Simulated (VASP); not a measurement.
# NbTeI2 (P4/mmm) in VASP: further runs

The runs below take NbTeI2 through single point, relaxation of cell and atoms, with PBE.

Everything below comes from runs of VASP 6.6.1. Logs are shortened: lines on timing, memory, paths and dates and some standing lists are left out, and cuts for length are marked.

## 1. The cell of the first run

It takes space group P4/mmm (No. 123, tetragonal). The conventional cell has a = 5.723 Å, b = 5.723 Å, c = 5.339 Å, α = 90.00°, β = 90.00°, γ = 90.00°. Nb (site symmetry 4/mmm) has 2 Te at 2.67 Å and 4 I at 2.86 Å within 3.5 Å. Within 3.5 Å of Te (site symmetry 4/mmm) lie 2 Nb at 2.67 Å. I (site symmetry mmm) has 2 Nb at 2.86 Å within 3.8 Å.

## 2. Single point, PBE

Input file INCAR:

```
SYSTEM = NbTeI2
PREC = Accurate ; ENCUT = 520
EDIFF = 1E-6 ; ISMEAR = 0
SIGMA = 0.1 ; LREAL = .FALSE.
LASPH = .TRUE. ; NELM = 100
ALGO = Normal ; ISIF = 2
LWAVE = .FALSE. ; LCHARG = .FALSE.
GGA = PE ; NBANDS = 24
```

Input file KPOINTS:

```
regular mesh
0
G
  4 4 4
  0 0 0
```

Input file POSCAR:

```
NbTeI2
1.0
    5.7234316802      0.0000000000      0.0000000000
    0.0000000000      5.7234316802      0.0000000000
    0.0000000000      0.0000000000      5.3392014613
Nb Te I
1 1 2
Direct
    0.0000000000      0.0000000000      0.0000000000
    0.0000000000      0.0000000000      0.5000000000
    0.5000000000      0.0000000000      0.0000000000
    0.0000000000      0.5000000000      0.0000000000
```

Potentials or basis: VASP PAW PBE potentials, release 64 (Nb_sv, Te, I).

The run is started by

```bash
cat potpaw_PBE.64/Nb_sv/POTCAR potpaw_PBE.64/Te/POTCAR potpaw_PBE.64/I/POTCAR > POTCAR
mpirun -np 1 vasp_std > vasp.out
```

OUTCAR:

```text
SYSTEM = NbTeI2
   PREC = Accurate
   ENCUT = 520
   EDIFF = 1E-6
   ISMEAR = 0
   LREAL = .FALSE.
   LASPH = .TRUE.
   NELM = 100
   ISIF = 2
   GGA = PE

 ion  position               nearest neighbor table
   1  0.000  0.000  0.000-   2 2.67   2 2.67   4 2.86   3 2.86   4 2.86   3 2.86
   2  0.000  0.000  0.500-   1 2.67   1 2.67
   3  0.500  0.000  0.000-   1 2.86   1 2.86
   4  0.000  0.500  0.000-   1 2.86   1 2.86

  LATTYP: Found a simple tetragonal cell.
 ALAT       =     5.7234316802
 C/A-ratio  =     0.9328671608

  Lattice vectors:

 A1 = (   5.7234316802,   0.0000000000,   0.0000000000)
 A2 = (   0.0000000000,   5.7234316802,   0.0000000000)
 A3 = (   0.0000000000,   0.0000000000,   5.3392014613)

Analysis of symmetry for initial positions (statically):
=====================================================================
 Subroutine PRICEL returns:
 Original cell was already a primitive cell.

 Routine SETGRP: Setting up the symmetry group for a
 simple tetragonal supercell.

 Subroutine GETGRP returns: Found 16 space group operations
 (whereof 16 operations were pure point group operations)
 out of a pool of 16 trial point group operations.

The static configuration has the point symmetry D_4h.

Analysis of symmetry for dynamics (positions and initial velocities):
=====================================================================
 Subroutine PRICEL returns:
 Original cell was already a primitive cell.

 Routine SETGRP: Setting up the symmetry group for a
 simple tetragonal supercell.

 Subroutine GETGRP returns: Found 16 space group operations
 (whereof 16 operations were pure point group operations)
 out of a pool of 16 trial point group operations.

The dynamic configuration has the point symmetry D_4h.

 Subroutine INISYM returns: Found 16 space group operations
 (whereof 16 operations are pure point group operations),
 and found     1 'primitive' translations

----------------------------------------------------------------------------------------

                                     Primitive cell

  volume of cell :     174.8998

  direct lattice vectors                    reciprocal lattice vectors
     5.723431680  0.000000000  0.000000000     0.174720352  0.000000000  0.000000000
     0.000000000  5.723431680  0.000000000     0.000000000  0.174720352  0.000000000
     0.000000000  0.000000000  5.339201461     0.000000000  0.000000000  0.187293925

  length of vectors
     5.723431680  5.723431680  5.339201461     0.174720352  0.174720352  0.187293925

  position of ions in fractional coordinates (direct lattice)
     0.000000000  0.000000000  0.000000000
     0.000000000  0.000000000  0.500000000
     0.500000000  0.000000000  0.000000000
     0.000000000  0.500000000  0.000000000

  ion indices of the primitive-cell ions
   primitive index   ion index
                 1           1
                 2           2
                 3           3
                 4           4

----------------------------------------------------------------------------------------

 KPOINTS: regular mesh

Automatic generation of k-mesh.
 Grid dimensions read from file:
 generate k-points for:    4    4    4

 Generating k-lattice:

  Cartesian coordinates                     Fractional coordinates (reciprocal lattice)
     0.043680088  0.000000000  0.000000000     0.250000000  0.000000000  0.000000000
     0.000000000  0.043680088  0.000000000     0.000000000  0.250000000  0.000000000
     0.000000000  0.000000000  0.046823481     0.000000000  0.000000000  0.250000000

  Length of vectors
     0.043680088  0.043680088  0.046823481

  Shift w.r.t. Gamma in fractional coordinates (k-lattice)
     0.000000000  0.000000000  0.000000000

 Subroutine IBZKPT returns following result:
 ===========================================

 Found     18 irreducible k-points:

 Following reciprocal coordinates:
            Coordinates               Weight
  0.000000  0.000000  0.000000      1.000000
  0.250000  0.000000  0.000000      4.000000
  0.500000  0.000000  0.000000      2.000000
  0.250000  0.250000  0.000000      4.000000
  0.500000  0.250000  0.000000      4.000000
  0.500000  0.500000  0.000000      1.000000
[... 10 lines left out ...]
  0.500000  0.250000  0.500000      4.000000
  0.500000  0.500000  0.500000      1.000000
   k-points           NKPTS =     18   k-points in BZ     NKDIM =     18   number of bands    NBANDS=     24
   number of dos      NEDOS =    301   number of ions     NIONS =      4
   total plane-waves  NPLWV =  92160
   dimension x,y,z NGX =    48 NGY =   48 NGZ =   40
   dimension x,y,z NGXF=    96 NGYF=   96 NGZF=   80
   ions per type =               1   1   2
   NGX,Y,Z   is equivalent  to a cutoff of  13.94, 13.94, 12.45 a.u.
   NGXF,Y,Z  is equivalent  to a cutoff of  27.88, 27.88, 24.91 a.u.
 SYSTEM =  NbTeI2
   PREC   = accura    normal or accurate (medium, high low for compatibility)
   ISTART =      0    job   : 0-new  1-cont  2-samecut
   ICHARG =      2    charge: 1-file 2-atom 10-const
   ISPIN  =      1    spin polarized calculation?
   LNONCOLLINEAR =      F non collinear calculations
   LSORBIT =      F    spin-orbit coupling
   LASPH  =      T    aspherical Exc in radial PAW
   ENCUT  =  520.0 eV  38.22 Ry    6.18 a.u.  10.64 10.64  9.93*2*pi/ulx,y,z
   NELM   =    100;   NELMIN=  2; NELMDL= -5     # of ELM steps
   EDIFF  = 0.1E-05   stopping-criterion for ELM
   LREAL  =      F    real-space projection
[... 7 lines left out ...]
   TEBEG  =    0.0;   TEEND  =   0.0 temperature during run
   PSTRESS=    0.0 pullay stress
   NELECT =      33.0000    total number of electrons
   NUPDOWN=      -1.0000    fix difference up-down
   EMIN   =  10.00;   EMAX   =-10.00  energy-range for DOS
   EFERMI =   0.00;   METHOD = LEGACY
   ISMEAR =     0;   SIGMA  =   0.10  broadening in eV -4-tet -1-fermi 0-gaus
   EFERMI_NEDOS =   21; number of points for ismear=-14 and -15
   IALGO  =     38    algorithm
   IMIX   =      4    mixing-type and parameters
     AMIX     =   0.40;   BMIX     =  1.00
     AMIX_MAG =   1.60;   BMIX_MAG =  1.00
  volume/ion in A,a.u.               =      43.72       295.07
  Fermi-wavevector in a.u.,A,eV,Ry     =   0.938966  1.774388 11.995665  0.881656
  Thomas-Fermi vector in A             =   2.066230
   LORBIT       =      0    0 simple, 1 ext, 2 COOP (PROOUT), +10 PAW based schemes
   GGA     = PE    functional components
   LHFCALC =     F    Hartree Fock is set to
   AEXX    =    0.0000 exact exchange contribution
   IVDW    =     0    specifies the selected vdW correction
   LEPSILON=     F    determine dielectric tensor
   LRPA    =     F    only Hartree local field effects (RPA)
 non-spin polarized calculation
 Gauss-broadening in eV      SIGMA  =   0.10
  energy-cutoff  :      520.00
  volume of cell :      174.90
 maximum number of plane-waves:      4738
 NGX is ok and might be reduce to    48
   NGX = 21   NGY = 21   NGZ = 19

 number of electron      33.0000004 magnetization

 Free energy of the ion-electron system (eV)
  ---------------------------------------------------
  ext. energy  EPLUGINS =         0.00000000
  ---------------------------------------------------
  free energy    TOTEN  =       -16.65396825 eV

  energy without entropy =      -16.62978944  energy(sigma->0) =      -16.64187884

 E-fermi :   2.9367     XC(G=0):  -7.5175

 val. band max:        2.8847952585   @ k =   0.2500   0.2500   0.0000
 cond. band min:       2.9617469406   @ k =   0.5000   0.2500   0.0000
 fundamental gap:      0.0769516821
 Fermi energy:         2.9366749044

 k-point     1 :       0.0000    0.0000    0.0000
  band No.  band energies     occupation
      1     -53.1944      2.00000
      2     -29.2776      2.00000
      3     -29.2776      2.00000
      4     -29.1913      2.00000
      5     -10.3246      2.00000
      6      -9.7531      2.00000
[... 16 lines left out ...]
     23       6.9413      0.00000
     24       8.4871      0.00000

 k-point     2 :       0.2500    0.0000    0.0000
  band No.  band energies     occupation
      1     -53.1944      2.00000
      2     -29.2776      2.00000
      3     -29.2775      2.00000
      4     -29.1913      2.00000
      5     -10.2092      2.00000
      6      -9.7772      2.00000
[... 16 lines left out ...]
     23       7.7255      0.00000
     24       8.6765      0.00000

 k-point     3 :       0.5000    0.0000    0.0000
  band No.  band energies     occupation
      1     -53.1945      2.00000
      2     -29.2776      2.00000
      3     -29.2775      2.00000
      4     -29.1912      2.00000
      5     -10.0580      2.00000
      6      -9.8311      2.00000
[... 16 lines left out ...]
     23       8.3139      0.00000
     24       9.3531      0.00000

 k-point     4 :       0.2500    0.2500    0.0000
  band No.  band energies     occupation
      1     -53.1944      2.00000
      2     -29.2775      2.00000
      3     -29.2775      2.00000
      4     -29.1912      2.00000
      5     -10.0952      2.00000
      6      -9.7879      2.00000
[... 16 lines left out ...]
     23       8.2595      0.00000
     24       9.1963      0.00000

 k-point     5 :       0.5000    0.2500    0.0000
  band No.  band energies     occupation
      1     -53.1945      2.00000
      2     -29.2775      2.00000
      3     -29.2775      2.00000
      4     -29.1911      2.00000
      5      -9.9454      2.00000
      6      -9.8259      2.00000
[... 16 lines left out ...]
     23       8.6790      0.00000
     24       9.2995      0.00000

 k-point     6 :       0.5000    0.5000    0.0000
  band No.  band energies     occupation
      1     -53.1945      2.00000
      2     -29.2775      2.00000
      3     -29.2775      2.00000
      4     -29.1911      2.00000
      5      -9.8207      2.00000
      6      -9.8207      2.00000
[... 16 lines left out ...]
     23       8.4631      0.00000
     24       8.7361      0.00000
[... 217 lines left out ...]
 k-point    15 :       0.5000    0.0000    0.5000
  band No.  band energies     occupation
      1     -53.1949      2.00000
      2     -29.2771      2.00000
      3     -29.2770      2.00000
      4     -29.1875      2.00000
      5     -10.0008      2.00000
      6      -9.8097      2.00000
[... 16 lines left out ...]
     23       8.5898      0.00000
     24       8.6584      0.00000

 k-point    16 :       0.2500    0.2500    0.5000
  band No.  band energies     occupation
      1     -53.1949      2.00000
      2     -29.2770      2.00000
      3     -29.2770      2.00000
      4     -29.1875      2.00000
      5     -10.0355      2.00000
      6      -9.7708      2.00000
[... 16 lines left out ...]
     23       8.9761      0.00000
     24       9.6712      0.00000

 k-point    17 :       0.5000    0.2500    0.5000
  band No.  band energies     occupation
      1     -53.1949      2.00000
      2     -29.2770      2.00000
      3     -29.2770      2.00000
      4     -29.1874      2.00000
      5      -9.9034      2.00000
      6      -9.8047      2.00000
[... 16 lines left out ...]
     23       8.1402      0.00000
     24       8.8943      0.00000

 k-point    18 :       0.5000    0.5000    0.5000
  band No.  band energies     occupation
      1     -53.1949      2.00000
      2     -29.2770      2.00000
      3     -29.2770      2.00000
      4     -29.1874      2.00000
      5      -9.7996      2.00000
      6      -9.7996      2.00000
[... 16 lines left out ...]
     23       7.5131      0.00000
     24       8.4002      0.00000

------------------------ aborting loop because EDIFF is reached ----------------------------------------

  FORCE on cell =-STRESS in cart. coord.  units (eV):
  Direction    XX          YY          ZZ          XY          YZ          ZX
  --------------------------------------------------------------------------------------
  -------------------------------------------------------------------------------------
  Total       -0.0845636     -0.0845636      0.1485644      0.0000000      0.0000000      0.0000000
  in kB       -0.7746482     -0.7746482      1.3609305      0.0000000      0.0000000      0.0000000
  external PRESSURE =      -0.0627887 kB  Pullay stress =       0.0000000 kB

 VOLUME and BASIS-vectors are now :
 -----------------------------------------------------------------------------
  energy-cutoff  :      520.00
  volume of cell :      174.90
      direct lattice vectors                 reciprocal lattice vectors
     5.723431680  0.000000000  0.000000000     0.174720352  0.000000000  0.000000000
     0.000000000  5.723431680  0.000000000     0.000000000  0.174720352  0.000000000
     0.000000000  0.000000000  5.339201461     0.000000000  0.000000000  0.187293925

 POSITION                                       TOTAL-FORCE (eV/Angst)
 -----------------------------------------------------------------------------------
      0.00000      0.00000      0.00000         0.000000      0.000000      0.000000
      0.00000      0.00000      2.66960         0.000000      0.000000      0.000000
      2.86172      0.00000      0.00000         0.000000      0.000000      0.000000
      0.00000      2.86172      0.00000         0.000000      0.000000      0.000000
 -----------------------------------------------------------------------------------
    total drift:                               -0.000000     -0.000000      0.000000

  FREE ENERGIE OF THE ION-ELECTRON SYSTEM (eV)
  ---------------------------------------------------
  free  energy   TOTEN  =       -16.6539682484 eV

  energy  without entropy=      -16.6297894382  energy(sigma->0) =      -16.64187884
```

It took 59 s on 1 thread of Intel Xeon Platinum 8488C (Sapphire Rapids), shared host; peak memory 0.33 GiB.

Results:

```
Free energy : -16.6540 eV
Pressure    : 0.0 GPa
```

Levels at points of the mesh, in eV from the Fermi level:
```csv
k point,band 12,band 13,band 14,band 15,band 16,band 17,band 18,band 19,band 20,band 21
"(0.00, 0.00, 0.00)",-1.86,-1.86,-0.87,-0.87,-0.85,-0.64,-0.60,-0.60,0.07,0.46
"(0.50, 0.00, 0.00)",-2.94,-2.63,-1.31,-1.02,-0.85,-0.58,0.28,0.49,0.49,1.72
"(0.50, 0.50, 0.00)",-2.92,-2.15,-1.47,-1.47,-1.12,0.50,0.50,0.72,1.42,3.94
"(0.00, 0.00, 0.50)",-2.64,-2.64,-2.24,-1.80,-1.80,-0.82,0.08,1.02,1.57,1.57
"(0.50, 0.00, 0.50)",-2.97,-2.62,-2.48,-2.43,-0.36,0.42,0.49,1.38,1.59,4.84
"(0.50, 0.50, 0.50)",-3.96,-3.96,-1.10,-0.35,-0.35,0.74,1.41,1.41,3.82,3.96
```

Caveat: spin-orbit coupling is left out, which moves the levels of the heavy elements; an odd number of electrons without spin polarisation forces a metal; a magnetic or distorted state may lie lower.

## 3. Relaxation of cell and atoms, PBE

This run uses another cell than the first one, of 51.76 Å³/atom, 1.184 times its volume.

Input file INCAR:

```
SYSTEM = NbTeI2
PREC = Accurate ; ENCUT = 600
EDIFF = 1E-7 ; ISMEAR = 0
SIGMA = 0.1 ; LREAL = .False.
LASPH = .True. ; NELM = 100
ALGO = Normal ; ISIF = 3
LWAVE = .False. ; LCHARG = .False.
GGA = PE ; IBRION = 2
NSW = 90 ; EDIFFG = -0.04
```

Input file KPOINTS:

```
regular mesh
0
Gamma
  4 4 4
  0 0 0
```

Input file POSCAR:

```
NbTeI2
1.0
    5.9160000000      0.0000000000      0.0000000000
    0.0000000000      5.9160000000      0.0000000000
    0.0000000000      0.0000000000      5.9160000000
Nb Te I
1 1 2
Direct
    0.0000000000      0.0000000000      0.0000000000
    0.0000000000      0.0000000000      0.5000000000
    0.5000000000      0.0000000000      0.0000000000
    0.0000000000      0.5000000000      0.0000000000
```

Potentials or basis: VASP PAW PBE potentials, release 64 (Nb_sv, Te, I).

The run is started by

```bash
cat potpaw_PBE.64/Nb_sv/POTCAR potpaw_PBE.64/Te/POTCAR potpaw_PBE.64/I/POTCAR > POTCAR
mpirun -np 1 vasp_std > vasp.out
```

Run time: 5.2 min. Hardware: 1 thread of Intel Xeon Platinum 8488C (Sapphire Rapids), shared host; peak memory 0.42 GiB.

Results (log left out):

```yaml
Free_energy: -16.6556 eV
Relaxed_volume: 43.78 Å³/atom
Relaxed_cell: a = 5.720 Å, b = 5.720 Å, c = 5.352 Å, α = 90.00°, β = 90.00°, γ = 90.00°
Space_group_after_relaxing_to_0.05_Å: P4/mmm (No. 123)
Energy_gained_by_relaxing: 172.6 meV/atom
Ionic_steps: 6
Pressure_after_relaxing: -0.1 GPa
```

The path:
```tsv
step	energy change (eV)	largest force (eV/Å)	pressure (GPa)	volume (Å³)
1	0.0000	0.0000	-4.45	207.05
2	-0.6387	0.0000	2.06	166.62
3	-0.6876	0.0000	0.15	173.56
4	-0.6872	0.0000	0.01	174.20
5	-0.6904	0.0000	-0.07	175.01
6	-0.6904	0.0000	-0.08	175.10
```

Final structure:
```cif
data_structure
_symmetry_space_group_name_H-M 'P 1'
_symmetry_Int_Tables_number 1
_cell_length_a 5.7200
_cell_length_b 5.7200
_cell_length_c 5.3518
_cell_angle_alpha 90.000
_cell_angle_beta 90.000
_cell_angle_gamma 90.000
_cell_volume 175.10
loop_
_atom_site_label
_atom_site_type_symbol
_atom_site_fract_x
_atom_site_fract_y
_atom_site_fract_z
_atom_site_occupancy
Nb1 Nb 0.00000 0.00000 0.00000 1
Te1 Te 0.00000 0.00000 0.50000 1
I1 I 0.50000 0.00000 0.00000 1
I2 I 0.00000 0.50000 0.00000 1
```

Levels at points of the mesh, in eV from the Fermi level:
```tsv
k point	band 14	band 15	band 16	band 17	band 18	band 19
(0.00, 0.00, 0.00)	-0.86	-0.86	-0.85	-0.64	-0.60	-0.60
(0.50, 0.00, 0.00)	-1.30	-1.03	-0.85	-0.58	0.28	0.49
(0.00, 0.00, 0.50)	-2.24	-1.80	-1.80	-0.83	0.08	1.02
(0.50, 0.50, 0.00)	-1.46	-1.46	-1.12	0.50	0.50	0.72
(0.00, 0.50, 0.50)	-2.48	-2.43	-0.35	0.42	0.49	1.36
(0.50, 0.50, 0.50)	-1.10	-0.34	-0.34	0.74	1.40	1.40
```

Caveat: the volume moved by over 15 % at a fixed basis, so the end points are rough; spin-orbit coupling is left out, which moves the levels of the heavy elements; an odd number of electrons without spin polarisation forces a metal; a magnetic or distorted state may lie lower.

## 4. Single point, PBE

This run uses another cell than the first one, of 51.76 Å³/atom, 1.184 times its volume.

Input file INCAR:

```
SYSTEM = NbTeI2
PREC = Accurate ; ENCUT = 520
EDIFF = 1E-7 ; ISMEAR = 0
SIGMA = 0.1 ; LREAL = .FALSE.
LASPH = .TRUE. ; NELM = 100
ALGO = Normal ; ISIF = 2
LWAVE = .FALSE. ; LCHARG = .FALSE.
GGA = PE ; NBANDS = 24
```

Input file KPOINTS:

```
regular mesh
0
G
  4 4 4
  0 0 0
```

POSCAR is that of step 3.

The run is started by

```bash
cat potpaw_PBE.64/Nb_sv/POTCAR potpaw_PBE.64/Te/POTCAR potpaw_PBE.64/I/POTCAR > POTCAR
mpirun -np 1 vasp_std > vasp.out
```

It took 2.1 min on 1 thread of AMD EPYC 7R43 (Zen 3), shared host; peak memory 0.34 GiB.

It converged, with:

```
Free energy : -15.9655 eV
Pressure    : -4.4 GPa
```

Stress tensor (GPa, compression positive):
```
-3.05  0.00  0.00
 0.00 -3.05  0.00
 0.00  0.00 -7.25
```

Levels at points of the mesh, in eV from the Fermi level:
| k point | band 14 | band 15 | band 16 | band 17 | band 18 | band 19 |
| --- | --- | --- | --- | --- | --- | --- |
| (0.00, 0.00, 0.00) | -0.74 | -0.67 | -0.59 | -0.59 | -0.44 | -0.44 |
| (0.50, 0.00, 0.00) | -1.04 | -0.90 | -0.58 | -0.42 | 0.09 | 0.38 |
| (0.00, 0.00, 0.50) | -1.78 | -1.65 | -1.65 | -0.67 | -0.03 | 0.72 |
| (0.50, 0.50, 0.00) | -1.06 | -0.98 | -0.98 | 0.46 | 0.46 | 0.61 |
| (0.00, 0.50, 0.50) | -2.12 | -1.76 | -0.24 | 0.24 | 0.39 | 0.89 |
| (0.50, 0.50, 0.50) | -1.06 | -0.23 | -0.23 | 0.62 | 0.91 | 0.91 |

Caveat: spin-orbit coupling is left out, which moves the levels of the heavy elements; an odd number of electrons without spin polarisation forces a metal; a magnetic or distorted state may lie lower.

(Part 1 of 2 ends here.)
